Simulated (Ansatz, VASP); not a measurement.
# Si16B in VASP and in Ansatz

```
CELL_PARAMETERS angstrom
0.00000 5.43000 5.43000
5.43000 0.00000 5.43000
5.43000 5.43000 0.00000
ATOMIC_POSITIONS crystal
Si 0.99987 0.99982 0.00042
Si 0.12501 0.12486 0.12620
Si 0.99911 0.99912 0.50246
Si 0.12236 0.12234 0.62838
Si 0.99961 0.50092 0.99993
Si 0.12268 0.62765 0.12247
Si 0.00878 0.49701 0.49728
Si 0.12267 0.62701 0.62801
Si 0.50109 0.99955 0.99984
Si 0.62772 0.12264 0.12246
Si 0.49694 0.00903 0.49716
Si 0.62703 0.12269 0.62793
Si 0.49808 0.49803 0.00613
Si 0.62756 0.62746 0.12258
Si 0.49658 0.49660 0.49659
Si 0.62513 0.62549 0.62186
B 0.37529 0.37624 0.36674
```

Alike in both runs: functional PBE; dispersion D3(BJ); k mesh 2 × 2 × 2; occupations fermi-dirac, width 0.02 eV; collinear spin.

Ansatz relaxed the structure, and its values are those at the end. VASP's run is a single point on that final structure, the one shown.

|  | VASP | Ansatz |
| --- | --- | --- |
| version | VASP 6.6.1 | Ansatz 0.2.0 |
| potentials or method | VASP PAW PBE potentials, release 64 (Si, B), cutoff 520 eV | scalar-relativistic, plane waves, PAW |
| valence electrons in the cell | 67 | 67 |

```csv
,VASP,Ansatz,Ansatz less VASP
rms of the force components (eV/Å),0.011,0.011,0.0000
net moment per atom (μB),0.00,0.00,0.000
```

Ansatz's warnings: filled band counts differ across k points, seeded moment not kept.

The k mesh is coarse, so the values compare programs but aren't converged.
